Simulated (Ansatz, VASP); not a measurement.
**Two plane-wave programs on Hf**

INCAR

```
PREC = Accurate ; ENCUT = 520
EDIFF = 1E-6 ; ISMEAR = 0
SIGMA = 0.1 ; LREAL = False
LASPH = True ; NELM = 100
ALGO = Normal ; ISIF = 2
LWAVE = False ; LCHARG = False
GGA = PE ; NBANDS = 17
```

File KPOINTS:

```
Automatic mesh
0
Gamma
  11 11 6
```

Contents of POSCAR:

```
Hf
1.0
    3.2045059552      0.0000000000      0.0000000000
   -1.6022529776      2.7751835638      0.0000000000
    0.0000000000      0.0000000000      5.0738215932
Hf
2
Direct
    0.3333333333      0.6666666667      0.2500000000
    0.6666666667      0.3333333333      0.7500000000
```

Input for Ansatz:

```yaml
crystal:
  lattice:
    - [3.2045059552, 0.0, 0.0]
    - [-1.6022529776, 2.7751835638, 0.0]
    - [0.0, 0.0, 5.0738215932]
  atoms:
    - { symbol: Hf, position: [0.3333333333, 0.6666666667, 0.25] }
    - { symbol: Hf, position: [0.6666666667, 0.3333333333, 0.75] }
hamiltonian:
  xc: pbe
  pseudopotentials:
    kind: paw
    azcp:
      Hf: "pseudopotentials/Hf.paw.azcp"
basis:
  ecutwfc: 420
  fft_grid_basis: typed
kpoints:
  mp_grid: { grid: [11, 11, 6], shift: [0, 0, 0] }
magnetization:
  spin_polarized: false
scf:
  occupations: { method: gaussian, width: 0.1 }
  lower_state_search: "off"
output:
  stress: true
```

Alike in both runs: task single point; functional PBE; k mesh 11 × 11 × 6; occupations gaussian, width 0.1 eV; no spin polarisation.

```csv
,VASP,Ansatz
version,VASP 6.6.1,Ansatz 0.2.0
potentials or method,"VASP PAW PBE potentials, release 64 (Hf_pv), cutoff 520 eV","plane waves (420 eV) with PAW, scalar-relativistic"
valence electrons in the cell,20,52
```

Ansatz gave:

```
pressure (GPa)                                                : 0.0
traceless stress, the component that is largest in VASP (GPa) : 0.06
```

Which values does VASP return?

Pressure (GPa): -0.4; traceless stress, the component that is largest in VASP (GPa): -0.01.

VASP's potentials hold 20 valence electrons a cell and Ansatz's 52, so a difference there can come from the potentials and not from the codes.

Spin-orbit coupling is off throughout.
